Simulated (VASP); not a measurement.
# Hf2Si5 in VASP: further runs

Runs on Hf2Si5. Level: PBE. Tasks: single point.

Program: VASP 6.6.1. These are calculated values, not measurements. Logs are shortened: lines on timing, memory, paths and dates and some standing lists are left out, and cuts for length are marked.

### Step 1. The cell of the first run

The cell holds a slab with vacuum, 14 atoms: a = 3.660 Å, b = 3.683 Å, c = 29.600 Å, α = 90.00°, β = 90.00°, γ = 90.00°.

### Step 2. Single point, PBE

INCAR reads:

```
  PREC = Accurate
  ENCUT = 400
  EDIFF = 1E-6
  ISMEAR = 0
  SIGMA = 0.1
  LREAL = False
  LASPH = True
  NELM = 120
  ALGO = Normal
  ISIF = 2
  LWAVE = False
  LCHARG = False
  LDIPOL = True
  IDIPOL = 3
  DIPOL = 0.5 0.5 0.500
  GGA = PE
  NBANDS = 53
  GGA_COMPAT = False
  NELMDL = -8
```

KPOINTS reads:

```
Automatic mesh
0
Gamma
  10 10 1
```

POSCAR reads:

```
Hf2Si5
1.0
    3.6597919922      0.0000000000      0.0000000000
    0.0000000000      3.6825349252      0.0000000000
    0.0000000000      0.0000000000     29.6002249648
Si Hf
10 4
Direct
    0.2500000000      0.5000000000      0.2533764527
    0.7500000000      0.0000000000      0.2536543188
    0.2500000000      0.0000000000      0.3499994561
    0.7500000000      0.0000000000      0.4035159296
    0.2500000000      0.0000000000      0.4998610670
    0.7500000000      0.5000000000      0.5001389330
    0.2500000000      0.5000000000      0.5964840704
    0.7500000000      0.5000000000      0.6500005439
    0.2500000000      0.5000000000      0.7463456812
    0.7500000000      0.0000000000      0.7466235473
    0.7500000000      0.5000000000      0.3247677956
    0.2500000000      0.5000000000      0.4287475902
    0.7500000000      0.0000000000      0.5712524098
    0.2500000000      0.0000000000      0.6752322044
```

Potentials or basis: VASP PAW PBE potentials, release 64 (Si, Hf_pv).

Launch:

```console
> cat potpaw_PBE.64/Si/POTCAR potpaw_PBE.64/Hf_pv/POTCAR > POTCAR
> mpirun -np 1 vasp_std > vasp.out
```

OUTCAR:

```text
PREC = Accurate
   ENCUT = 400
   EDIFF = 1E-6
   ISMEAR = 0
   LREAL = False
   LASPH = True
   NELM = 120
   ISIF = 2
   GGA = PE
   NELMDL = -8

 ion  position               nearest neighbor table
   1  0.250  0.500  0.253-   2 2.60   2 2.60   2 2.60   2 2.60  11 2.80  11 2.80
   2  0.750  0.000  0.254-   1 2.60   1 2.60   1 2.60   1 2.60  11 2.80  11 2.80
   3  0.250  0.000  0.350-   4 2.42   4 2.42  11 2.70  11 2.70  11 2.70  11 2.70  12 2.97  12 2.97

   4  0.750  0.000  0.404-   3 2.42   3 2.42  12 2.70  12 2.70  12 2.70  12 2.70  11 2.97  11 2.97

   5  0.250  0.000  0.500-   6 2.60   6 2.60   6 2.60   6 2.60  13 2.80  13 2.80  12 2.80  12 2.80

   6  0.750  0.500  0.500-   5 2.60   5 2.60   5 2.60   5 2.60  12 2.80  12 2.80  13 2.80  13 2.80

   7  0.250  0.500  0.596-   8 2.42   8 2.42  13 2.70  13 2.70  13 2.70  13 2.70  14 2.97  14 2.97

   8  0.750  0.500  0.650-   7 2.42   7 2.42  14 2.70  14 2.70  14 2.70  14 2.70  13 2.97  13 2.97

   9  0.250  0.500  0.746-  10 2.60  10 2.60  10 2.60  10 2.60  14 2.80  14 2.80
  10  0.750  0.000  0.747-   9 2.60   9 2.60   9 2.60   9 2.60  14 2.80  14 2.80
  11  0.750  0.500  0.325-   3 2.70   3 2.70   3 2.70   3 2.70   1 2.80   1 2.80   2 2.80   2 2.80
                             4 2.97   4 2.97  12 3.58  12 3.58
  12  0.250  0.500  0.429-   4 2.70   4 2.70   4 2.70   4 2.70   6 2.80   6 2.80   5 2.80   5 2.80
                             3 2.97   3 2.97  11 3.58  11 3.58
  13  0.750  0.000  0.571-   7 2.70   7 2.70   7 2.70   7 2.70   5 2.80   5 2.80   6 2.80   6 2.80
                             8 2.97   8 2.97  14 3.58  14 3.58
  14  0.250  0.000  0.675-   8 2.70   8 2.70   8 2.70   8 2.70  10 2.80  10 2.80   9 2.80   9 2.80
                             7 2.97   7 2.97  13 3.58  13 3.58

  LATTYP: Found a simple orthorhombic cell.
 ALAT       =     3.6597919922
 B/A-ratio  =     1.0062142693
 C/A-ratio  =     8.0879528202

  Lattice vectors:

 A1 = (   3.6597919922,   0.0000000000,   0.0000000000)
 A2 = (   0.0000000000,   3.6825349252,   0.0000000000)
 A3 = (   0.0000000000,   0.0000000000,  29.6002249648)

Analysis of symmetry for initial positions (statically):
=====================================================================
 Subroutine PRICEL returns:
 Original cell was already a primitive cell.

 Routine SETGRP: Setting up the symmetry group for a
 simple orthorhombic supercell.

 Subroutine GETGRP returns: Found  8 space group operations
 (whereof  2 operations were pure point group operations)
 out of a pool of  8 trial point group operations.

The static configuration has the point symmetry C_1h.
 The point group associated with its full space group is D_2h.

Analysis of symmetry for dynamics (positions and initial velocities):
=====================================================================
 Subroutine PRICEL returns:
 Original cell was already a primitive cell.

 Routine SETGRP: Setting up the symmetry group for a
 simple orthorhombic supercell.

 Subroutine GETGRP returns: Found  8 space group operations
 (whereof  2 operations were pure point group operations)
 out of a pool of  8 trial point group operations.

The dynamic configuration has the point symmetry C_1h.
 The point group associated with its full space group is D_2h.

 Subroutine INISYM returns: Found  8 space group operations
 (whereof  2 operations are pure point group operations),
 and found     1 'primitive' translations

----------------------------------------------------------------------------------------

                                     Primitive cell

  volume of cell :     398.9315

  direct lattice vectors                    reciprocal lattice vectors
     3.659791992  0.000000000  0.000000000     0.273239573  0.000000000  0.000000000
     0.000000000  3.682534925  0.000000000     0.000000000  0.271552075  0.000000000
     0.000000000  0.000000000 29.600224965     0.000000000  0.000000000  0.033783527

  length of vectors
     3.659791992  3.682534925 29.600224965     0.273239573  0.271552075  0.033783527

  position of ions in fractional coordinates (direct lattice)
     0.250000000  0.500000000  0.253376453
     0.750000000  0.000000000  0.253654319
     0.250000000  0.000000000  0.349999456
     0.750000000  0.000000000  0.403515930
     0.250000000  0.000000000  0.499861067
     0.750000000  0.500000000  0.500138933
     0.250000000  0.500000000  0.596484070
     0.750000000  0.500000000  0.650000544
     0.250000000  0.500000000  0.746345681
     0.750000000  0.000000000  0.746623547
     0.750000000  0.500000000  0.324767796
     0.250000000  0.500000000  0.428747590
     0.750000000  0.000000000  0.571252410
     0.250000000  0.000000000  0.675232204

  ion indices of the primitive-cell ions
   primitive index   ion index
                 1           1
                 2           2
                 3           3
                 4           4
                 5           5
                 6           6
                 7           7
                 8           8
                 9           9
                10          10
                11          11
                12          12
                13          13
                14          14

----------------------------------------------------------------------------------------

 KPOINTS: Automatic mesh

Automatic generation of k-mesh.
 Grid dimensions read from file:
 generate k-points for:   10   10    1

 Generating k-lattice:

  Cartesian coordinates                     Fractional coordinates (reciprocal lattice)
     0.027323957  0.000000000  0.000000000     0.100000000  0.000000000  0.000000000
     0.000000000  0.027155207  0.000000000     0.000000000  0.100000000  0.000000000
     0.000000000  0.000000000  0.033783527     0.000000000  0.000000000  1.000000000

  Length of vectors
     0.027323957  0.027155207  0.033783527

  Shift w.r.t. Gamma in fractional coordinates (k-lattice)
     0.000000000  0.000000000  0.000000000

 Subroutine IBZKPT returns following result:
 ===========================================

 Found     36 irreducible k-points:

 Following reciprocal coordinates:
            Coordinates               Weight
  0.000000  0.000000  0.000000      1.000000
  0.100000  0.000000  0.000000      2.000000
  0.200000  0.000000  0.000000      2.000000
  0.300000  0.000000  0.000000      2.000000
  0.400000  0.000000  0.000000      2.000000
  0.500000  0.000000  0.000000      1.000000
[... 16 lines left out ...]
  0.400000  0.300000  0.000000      4.000000
  0.500000  0.300000  0.000000      2.000000
 [... further k-points ...]
   k-points           NKPTS =     36   k-points in BZ     NKDIM =     36   number of bands    NBANDS=     53
   number of dos      NEDOS =    301   number of ions     NIONS =     14
   total plane-waves  NPLWV = 112896
   dimension x,y,z NGX =    24 NGY =   24 NGZ =  196
   dimension x,y,z NGXF=    48 NGYF=   48 NGZF=  392
   ions per type =              10   4
   NGX,Y,Z   is equivalent  to a cutoff of  10.90, 10.83, 11.01 a.u.
   NGXF,Y,Z  is equivalent  to a cutoff of  21.80, 21.67, 22.02 a.u.
 SYSTEM =  unknown system
   PREC   = accura    normal or accurate (medium, high low for compatibility)
   ISTART =      0    job   : 0-new  1-cont  2-samecut
   ICHARG =      2    charge: 1-file 2-atom 10-const
   ISPIN  =      1    spin polarized calculation?
   LNONCOLLINEAR =      F non collinear calculations
   LSORBIT =      F    spin-orbit coupling
   LASPH  =      T    aspherical Exc in radial PAW
   ENCUT  =  400.0 eV  29.40 Ry    5.42 a.u.   5.97  6.01 48.27*2*pi/ulx,y,z
   NELM   =    120;   NELMIN=  2; NELMDL= -8     # of ELM steps
   EDIFF  = 0.1E-05   stopping-criterion for ELM
   LREAL  =      F    real-space projection
[... 7 lines left out ...]
   TEBEG  =    0.0;   TEEND  =   0.0 temperature during run
   PSTRESS=    0.0 pullay stress
   NELECT =      80.0000    total number of electrons
   NUPDOWN=      -1.0000    fix difference up-down
   EMIN   =  10.00;   EMAX   =-10.00  energy-range for DOS
   EFERMI =   0.00;   METHOD = LEGACY
   ISMEAR =     0;   SIGMA  =   0.10  broadening in eV -4-tet -1-fermi 0-gaus
   EFERMI_NEDOS =   21; number of points for ismear=-14 and -15
   IALGO  =     38    algorithm
   IMIX   =      4    mixing-type and parameters
     AMIX     =   0.40;   BMIX     =  1.00
     AMIX_MAG =   1.60;   BMIX_MAG =  1.00
  volume/ion in A,a.u.               =      28.50       192.29
  Fermi-wavevector in a.u.,A,eV,Ry     =   0.958235  1.810802 12.493066  0.918214
  Thomas-Fermi vector in A             =   2.087324
   LORBIT       =      0    0 simple, 1 ext, 2 COOP (PROOUT), +10 PAW based schemes
   GGA     = PE    functional components
   LHFCALC =     F    Hartree Fock is set to
   AEXX    =    0.0000 exact exchange contribution
   IVDW    =     0    specifies the selected vdW correction
   LEPSILON=     F    determine dielectric tensor
   LRPA    =     F    only Hartree local field effects (RPA)
 non-spin polarized calculation
 Gauss-broadening in eV      SIGMA  =   0.10
  energy-cutoff  :      400.00
  volume of cell :      398.93
 maximum number of plane-waves:      7308
 NGX is ok and might be reduce to    24
   NGX = 11   NGY = 13   NGZ = 97

 dipolmoment           0.000000      0.000000      0.000000 electrons x Angstroem

 number of electron      80.0000017 magnetization

 dipolmoment           0.000000      0.000000     -0.000000 electrons x Angstroem

 Free energy of the ion-electron system (eV)
  ---------------------------------------------------
  ext. energy  EPLUGINS =         0.00000000
  ---------------------------------------------------
  free energy    TOTEN  =       -97.74037646 eV

  energy without entropy =      -97.70493269  energy(sigma->0) =      -97.72265458

 E-fermi :   2.4070     XC(G=0):  -7.0478

 val. band max:        2.4016202597   @ k =   0.0000   0.4000   0.0000
 cond. band min:       2.4101790013   @ k =   0.4000   0.2000   0.0000
 fundamental gap:      0.0085587416
 Fermi energy:         2.4070177565

 k-point     1 :       0.0000    0.0000    0.0000
  band No.  band energies     occupation
      1     -28.2295      2.00000
      2     -28.2221      2.00000
      3     -28.1545      2.00000
      4     -28.1537      2.00000
      5     -28.1277      2.00000
      6     -28.1270      2.00000
[... 44 lines left out ...]
     51       4.9715      0.00000
     52       5.0238      0.00000

 k-point     2 :       0.1000    0.0000    0.0000
  band No.  band energies     occupation
      1     -28.2266      2.00000
      2     -28.2197      2.00000
      3     -28.1533      2.00000
      4     -28.1525      2.00000
      5     -28.1415      2.00000
      6     -28.1414      2.00000
[... 44 lines left out ...]
     51       5.1039      0.00000
     52       5.1739      0.00000
[... 1153 lines left out ...]
     51       5.8337      0.00000
     52       6.0517      0.00000

 k-point    24 :       0.5000    0.3000    0.0000
  band No.  band energies     occupation
      1     -28.2466      2.00000
      2     -28.2466      2.00000
      3     -28.2173      2.00000
      4     -28.2173      2.00000
      5     -28.1905      2.00000
      6     -28.1905      2.00000
[... 44 lines left out ...]
     51       6.0793      0.00000
     52       6.0793      0.00000

 [... further k-points ...]

 [bands above 52 left out]

------------------------ aborting loop because EDIFF is reached ----------------------------------------

 vacuum level on the upper side and lower side of the slab       (xc-potential included)        -0.185        -0.185

  FORCE on cell =-STRESS in cart. coord.  units (eV):
  Direction    XX          YY          ZZ          XY          YZ          ZX
  --------------------------------------------------------------------------------------
  -------------------------------------------------------------------------------------
  Total       -4.1706969     -3.8379218      2.1700345      0.0000000      0.0000000      0.0000000
  in kB      -16.7502357    -15.4137537      8.7152315      0.0000000      0.0000000      0.0000000
  external PRESSURE =      -7.8162526 kB  Pullay stress =       0.0000000 kB

 VOLUME and BASIS-vectors are now :
 -----------------------------------------------------------------------------
  energy-cutoff  :      400.00
  volume of cell :      398.93
      direct lattice vectors                 reciprocal lattice vectors
     3.659791992  0.000000000  0.000000000     0.273239573  0.000000000  0.000000000
     0.000000000  3.682534925  0.000000000     0.000000000  0.271552075  0.000000000
     0.000000000  0.000000000 29.600224965     0.000000000  0.000000000  0.033783527

 POSITION                                       TOTAL-FORCE (eV/Angst)
 -----------------------------------------------------------------------------------
      0.91495      1.84127      7.50000         0.000000     -0.000000     -0.236593
      2.74484      0.00000      7.50822         0.000000      0.000000     -0.309349
      0.91495      0.00000     10.36006         0.000000      0.000000     -0.375577
      2.74484      0.00000     11.94416        -0.000000     -0.000000     -0.039059
      0.91495      0.00000     14.79600        -0.000000     -0.000000      0.004369
      2.74484      1.84127     14.80422         0.000000     -0.000000     -0.004369
      0.91495      1.84127     17.65606         0.000000     -0.000000      0.039059
      2.74484      1.84127     19.24016         0.000000     -0.000000      0.375577
      0.91495      1.84127     22.09200         0.000000      0.000000      0.309349
      2.74484      0.00000     22.10022         0.000000     -0.000000      0.236593
      2.74484      1.84127      9.61320        -0.000000     -0.000000      0.856995
      0.91495      1.84127     12.69103         0.000000      0.000000      0.086789
      2.74484      0.00000     16.90920         0.000000     -0.000000     -0.086789
      0.91495      0.00000     19.98703        -0.000000     -0.000000     -0.856995
 -----------------------------------------------------------------------------------
    total drift:                                0.000000      0.000000     -0.000000

  FREE ENERGIE OF THE ION-ELECTRON SYSTEM (eV)
  ---------------------------------------------------
  free  energy   TOTEN  =       -97.7403764643 eV

  energy  without entropy=      -97.7049326908  energy(sigma->0) =      -97.72265458

 vacuum level on the upper side and lower side of the slab         7.469         7.469
```

It took 19 min on 1 thread of Intel Xeon Platinum 8488C (Sapphire Rapids), shared host; peak memory 0.57 GiB.

Results:

```yaml
Free_energy: -97.7404 eV
Largest_force: 0.857 eV/Å
Band_gap_on_the_k_mesh: zero (bands 40 and 41 overlap by 1.14 eV)
```

Forces on the atoms (eV/Å):
```
Si   0.000  0.000 -0.237
Si   0.000  0.000 -0.309
Si   0.000  0.000 -0.376
Si   0.000  0.000 -0.039
Si   0.000  0.000  0.004
Si   0.000  0.000 -0.004
Si   0.000  0.000  0.039
Si   0.000  0.000  0.376
Si   0.000  0.000  0.309
Si   0.000  0.000  0.237
Hf   0.000  0.000  0.857
Hf   0.000  0.000  0.087
Hf   0.000  0.000 -0.087
Hf   0.000  0.000 -0.857
```

Caveat: spin-orbit coupling is left out, which moves the levels of the heavy elements.

### Step 3. Single point, PBE

INCAR reads:

```
SYSTEM = Hf2Si5
ALGO = Normal
DIPOL = 0.5 0.5 0.500
EDIFF = 1E-6
ENCUT = 400
GGA = PE
GGA_COMPAT = .FALSE.
IDIPOL = 3
ISIF = 2
ISMEAR = 0
LASPH = .TRUE.
LCHARG = .TRUE.
LDIPOL = .TRUE.
LELF = .TRUE.
LREAL = .FALSE.
LVACPOTAV = .TRUE.
LVHAR = .TRUE.
LWAVE = .FALSE.
NBANDS = 53
NELM = 120
NELMDL = -8
PREC = Accurate
SIGMA = 0.1
```

KPOINTS reads:

```
k-points
0
G
  10 10 1
  0 0 0
```

POSCAR reads:

```
Hf2Si5
1.0
    3.6597919922      0.0000000000      0.0000000000
    0.0000000000      3.6825349252      0.0000000000
    0.0000000000      0.0000000000     29.6002249648
Si Hf
10 4
Direct
    0.2500000000      0.5000000000      0.2521934820
    0.7500000000      0.0000000000      0.2522557381
    0.2500000000      0.0000000000      0.3470627861
    0.7500000000      0.0000000000      0.4027158595
    0.2500000000      0.0000000000      0.5000218948
    0.7500000000      0.5000000000      0.4999780443
    0.2500000000      0.5000000000      0.5972841340
    0.7500000000      0.5000000000      0.6529372212
    0.2500000000      0.5000000000      0.7477443130
    0.7500000000      0.0000000000      0.7478065552
    0.7500000000      0.5000000000      0.3274064341
    0.2500000000      0.5000000000      0.4287484841
    0.7500000000      0.0000000000      0.5712514529
    0.2500000000      0.0000000000      0.6725936007
```

Potentials or basis: VASP PAW PBE potentials, release 64 (Si, Hf_pv).

Launch:

```console
> cat potpaw_PBE.64/Si/POTCAR potpaw_PBE.64/Hf_pv/POTCAR > POTCAR
> mpirun -np 1 vasp_std > vasp.out
```

It took 17 min on 1 thread of Intel Xeon Platinum 8488C (Sapphire Rapids), shared host; peak memory 0.56 GiB.

The run converged. Its results:

* Free energy: -97.8582 eV
* Largest force: 0.021 eV/Å
* Band gap on the k mesh: zero (bands 40 and 41 overlap by 1.19 eV)

Forces in eV/Å, atoms in the order of the input:
```
Si   0.000  0.000 -0.001
Si   0.000  0.000  0.004
Si   0.000  0.000  0.021
Si   0.000  0.000 -0.016
Si   0.000  0.000  0.000
Si   0.000  0.000  0.000
Si   0.000  0.000  0.016
Si   0.000  0.000 -0.021
Si   0.000  0.000 -0.004
Si   0.000  0.000  0.001
Hf   0.000  0.000 -0.010
Hf   0.000  0.000 -0.002
Hf   0.000  0.000  0.002
Hf   0.000  0.000  0.010
```

Levels at points of the mesh, in eV from the Fermi level:
```
           k point  band 37  band 38  band 39  band 40  band 41  band 42
(0.00, 0.00, 0.00)    -1.50    -1.29    -0.03     0.05     0.40     1.45
(0.50, 0.00, 0.00)    -0.28    -0.28     0.26     0.26     0.60     0.60
(0.00, 0.50, 0.00)    -0.30    -0.30     0.11     0.11     0.24     0.24
(0.50, 0.50, 0.00)    -2.13    -2.13    -0.55    -0.55    -0.50    -0.50
```

Caveat: spin-orbit coupling is left out, which moves the levels of the heavy elements.

The gap in the log of VASP goes by the Fermi energy; the results here count the filled bands.